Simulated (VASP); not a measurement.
Here is a VASP 6.6.1 calculation.

Contents of INCAR:

```
  PREC = Accurate
  ENCUT = 600
  EDIFF = 1E-6
  ISMEAR = -1
  SIGMA = 0.05
  LREAL = False
  LASPH = True
  NELM = 120
  ALGO = Normal
  ISIF = 2
  LWAVE = False
  LCHARG = False
  GGA = RP
  NBANDS = 84
  GGA_COMPAT = False
  KPAR = 4
```

Contents of KPOINTS:

```
regular mesh
0
Gamma
  5 5 4
```

The input POSCAR:

```
Ta3AsAu2O13
1.0
    5.8867200000     -0.0007100000      0.0016100000
    2.2005700000      5.9138600000     -0.0016400000
    1.8492300000      1.7412900000      7.5610800000
Ta As Au O
3 1 2 13
Direct
    0.3960500000      0.0500000000      0.5868300000
    0.9589100000      0.6180600000      0.7634800000
    0.0698400000      0.2735600000      0.1890300000
    0.0707200000      0.8891700000      0.0274300000
    0.2193900000      0.6756700000      0.3814400000
    0.6892500000      0.4592700000      0.5687400000
    0.1668900000      0.5951800000      0.1653400000
    0.8610400000      0.1151400000      0.1167700000
    0.2695000000      0.9637700000      0.8367600000
    0.8752700000      0.8279200000      0.9200000000
    0.7032900000      0.7826100000      0.5468600000
    0.1752800000      0.4081700000      0.5935000000
    0.2779800000      0.9264000000      0.1720300000
    0.6461200000      0.1487800000      0.6159500000
    0.1428100000      0.3953800000      0.9394100000
    0.3004800000      0.1720300000      0.3573200000
    0.1905100000      0.8038600000      0.5934700000
    0.7078700000      0.4714000000      0.8137900000
    0.7787800000      0.4236400000      0.3118500000
```

Potentials or basis: VASP PAW PBE potentials, release 64 (Ta_pv, As, Au, O).

Launch:

```console
$ cat potpaw_PBE.64/Ta_pv/POTCAR potpaw_PBE.64/As/POTCAR potpaw_PBE.64/Au/POTCAR potpaw_PBE.64/O/POTCAR > POTCAR
$ mpirun -np 4 vasp_std > vasp.out
```

(1) Predict the largest force.

(2) What does it give for the pressure?

(3) What does it give for the band gap on the k mesh?

## Answers

(1) 0.445 eV/Å.

(2) 4.3 GPa.

(3) 1.59 eV (least direct gap 1.63 eV).

Caveat: the cell stands under pressure; the PAW data sets were made with another functional, which shifts forces and pressure a little; spin-orbit coupling is left out, which moves the levels of the heavy elements.
